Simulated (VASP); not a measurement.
# La36HO54 (a cell with a defect): single point with PBE

La36HO54 (a cell with a defect):

```
La O H
1.0
    11.82172    0.00000    0.00000
    -5.91086   10.23791    0.00000
     0.00000    0.00000   12.37572
La O H
36 54 1
Cartesian
  1.9449 1.1805 4.6637
  0.0216 2.2978 1.5076
  1.9638 1.0877 10.8244
  0.0198 2.2958 7.7295
  0.0097 4.5652 4.6325
  -1.9482 5.7092 1.5076
  0.0022 4.5610 10.8770
  -1.9506 5.7085 7.7295
  -1.9539 7.9333 4.6639
  -3.9328 9.1140 1.5692
  -2.0246 7.9963 10.8243
  -3.9460 9.1065 7.6460
  5.9238 1.1546 4.6250
  3.9199 2.3000 1.5079
  5.8976 1.1393 10.8568
  3.9326 2.2531 7.7329
  3.9157 4.5177 4.6299
  1.9775 5.7013 1.5107
  3.9680 4.5567 10.8414
  1.9320 5.6749 7.7826
  1.9214 7.9714 4.6300
  0.0029 9.0843 1.5080
  1.9814 7.9973 10.8414
  -0.0310 9.1187 7.7327
  9.8995 1.1996 4.6540
  7.8987 2.2947 1.5349
  9.8499 1.1502 10.8825
  7.8526 2.2678 7.7413
  7.9506 4.5748 4.6540
  5.9165 5.6965 1.5945
  7.8833 4.5565 10.8824
  6.0022 5.5157 7.7294
  5.9578 7.9994 4.6921
  3.9426 9.1148 1.5945
  5.8830 7.9562 11.0408
  3.8291 9.2795 7.7293
  1.9781 1.1464 2.1927
  0.0149 2.3273 3.9153
  0.0107 -0.0747 0.0121
  1.9694 1.1121 8.3953
  0.0193 2.2794 10.2542
  0.0154 0.2958 6.1394
  0.0170 4.5695 2.1337
  -1.9258 5.6885 3.9155
  -1.9971 3.4068 0.0053
  0.0012 4.5603 8.4369
  -1.9651 5.7164 10.2539
  -1.9362 3.4416 6.1313
  -1.9667 7.9792 2.1932
  -3.9370 9.1117 4.0641
  -4.0076 6.8858 0.0127
  -2.0008 7.9889 8.3948
  -4.0976 9.0190 10.0396
  -3.6851 6.7048 6.1394
  5.9097 1.1464 2.1148
  3.9644 2.2700 3.9912
  3.8382 -0.0501 -0.0736
  5.8990 1.1402 8.4316
  3.9263 2.2774 10.1959
  3.9198 -0.0022 6.2699
  3.9534 4.5543 2.2171
  1.9746 5.6995 3.9681
  2.0230 3.4330 0.0400
  3.9461 4.5547 8.3799
  1.9795 5.7023 10.2224
  1.9606 3.4132 6.1820
  1.9719 7.9859 2.2173
  -0.0006 9.1378 3.9917
  0.0356 6.8752 0.0396
  1.9688 7.9793 8.3796
  -0.0131 9.1011 10.1953
  -0.0124 6.8301 6.1816
  9.8633 1.1463 2.1906
  7.8738 2.2802 3.9800
  7.9431 -0.0511 -0.0314
  9.8522 1.2208 8.4389
  7.8592 2.2717 10.2312
  7.8771 0.0562 6.2834
  7.8864 4.5700 2.1909
  5.9091 5.7105 4.0989
  5.8900 3.5061 -0.0310
  7.9455 4.5231 8.4387
  5.9382 5.7714 10.1081
  5.9491 3.3950 6.2830
  5.9164 7.9755 2.2450
  3.9510 9.1016 4.0989
  3.9926 6.8649 0.0170
  5.7056 7.8537 7.4460
  4.0185 9.0962 10.1080
  3.6996 6.6954 6.0977
  4.4242 7.1137 6.6470
```

```json
{"Program": "VASP 6.6.1", "Task": "single point", "Functional": "PBE", "Potentials or basis": "VASP PAW PBE potentials, release 64 (La, O, H)", "Cutoff": "520 eV", "k mesh": "1 × 1 × 1, shifted", "Occupations": "fermi-dirac, width 0.01 eV", "Spin": "no spin polarisation", "Dipole correction": "no", "Charge": "1", "Further INCAR settings": "LREAL = Auto; ALGO = Normal; EDIFF = 1e-06; NBANDS = 412; ISYM = -1; NELECT = 720.0"}
```

| Item | Value |
| --- | --- |
| Largest force | 0.108 eV/Å |

Forces on the atoms (eV/Å):
```
La  -0.008  0.006  0.010
La   0.007 -0.008 -0.004
La  -0.015  0.021  0.007
La   0.009 -0.005 -0.018
La  -0.012  0.003  0.023
La   0.008 -0.007 -0.005
La  -0.006  0.008  0.014
La   0.009 -0.005 -0.020
La  -0.009  0.007  0.011
La   0.012 -0.002 -0.009
La   0.001 -0.009  0.006
La   0.002 -0.007  0.007
La  -0.007  0.009  0.023
La   0.012 -0.007 -0.011
La  -0.002  0.009  0.018
La  -0.002  0.002 -0.016
La  -0.015  0.006  0.016
La   0.010 -0.003 -0.005
La  -0.015 -0.001  0.015
La   0.010 -0.005 -0.011
La  -0.012  0.002  0.014
La   0.010 -0.003 -0.008
La  -0.017  0.003  0.013
La   0.010 -0.013 -0.014
La  -0.008  0.009  0.024
La   0.006 -0.008 -0.010
La  -0.008  0.011  0.013
La   0.019  0.001 -0.024
La  -0.005  0.004  0.026
La   0.013 -0.013 -0.019
La  -0.004  0.007  0.014
La   0.018  0.001  0.011
La   0.002  0.014  0.010
La   0.005  0.003 -0.018
La  -0.010  0.002  0.032
La   0.018  0.003  0.000
O   -0.010  0.009  0.027
O    0.011 -0.005 -0.029
O    0.010  0.004 -0.006
O   -0.004 -0.003  0.015
O    0.005 -0.004 -0.022
O    0.002 -0.004 -0.003
O   -0.010  0.004  0.017
O    0.006 -0.006 -0.028
O   -0.003  0.000 -0.007
O   -0.006  0.006  0.012
O    0.011 -0.012 -0.020
O   -0.003 -0.003  0.001
O   -0.006  0.004  0.026
O   -0.009 -0.016 -0.008
O    0.003  0.007 -0.006
O   -0.010  0.012  0.016
O    0.008 -0.002 -0.030
O   -0.002  0.003  0.002
O   -0.012  0.003  0.026
O    0.014 -0.003 -0.013
O   -0.002 -0.001 -0.007
O   -0.012  0.003  0.015
O    0.017 -0.009 -0.019
O   -0.001 -0.003 -0.006
O   -0.011  0.009  0.026
O    0.013 -0.003 -0.018
O    0.000 -0.003 -0.002
O   -0.005 -0.001  0.017
O    0.013 -0.003 -0.028
O    0.001  0.003 -0.002
O   -0.007  0.000  0.026
O    0.014 -0.007 -0.015
O   -0.002  0.001 -0.003
O   -0.013  0.011  0.020
O    0.010 -0.001 -0.020
O    0.004 -0.001 -0.001
O   -0.009  0.008  0.024
O    0.012 -0.004 -0.025
O   -0.003 -0.003  0.003
O   -0.021 -0.014  0.019
O    0.012 -0.005 -0.021
O    0.000 -0.002  0.000
O   -0.007  0.008  0.026
O    0.011  0.006 -0.024
O   -0.004  0.001  0.001
O   -0.031  0.003  0.019
O    0.010 -0.009 -0.033
O    0.001  0.004  0.000
O   -0.017  0.000  0.038
O    0.024 -0.013 -0.023
O   -0.004  0.001 -0.006
O   -0.016  0.003 -0.018
O    0.008 -0.004 -0.035
O   -0.070 -0.041 -0.072
H    0.069  0.041  0.055
```

Levels at points of the mesh, in eV from the Fermi level:
```tsv
k point	band 358	band 359	band 360	band 361	band 362	band 363
(0.25, 0.25, 0.25)	-0.32	-0.31	-0.28	3.66	3.68	3.71
```

Run time: 14 min on 4 MPI ranks on Intel(R) Xeon(R) Platinum 8559C (Emerald Rapids), on a shared host, peak memory 0.71 GiB a rank.

Caveat: the cell carries a net charge on a neutralising background, which shifts energy and pressure; the cell is charged against a uniform background, so pressure and absolute levels hang on convention; spin-orbit coupling is left out, which moves the levels of the heavy elements.
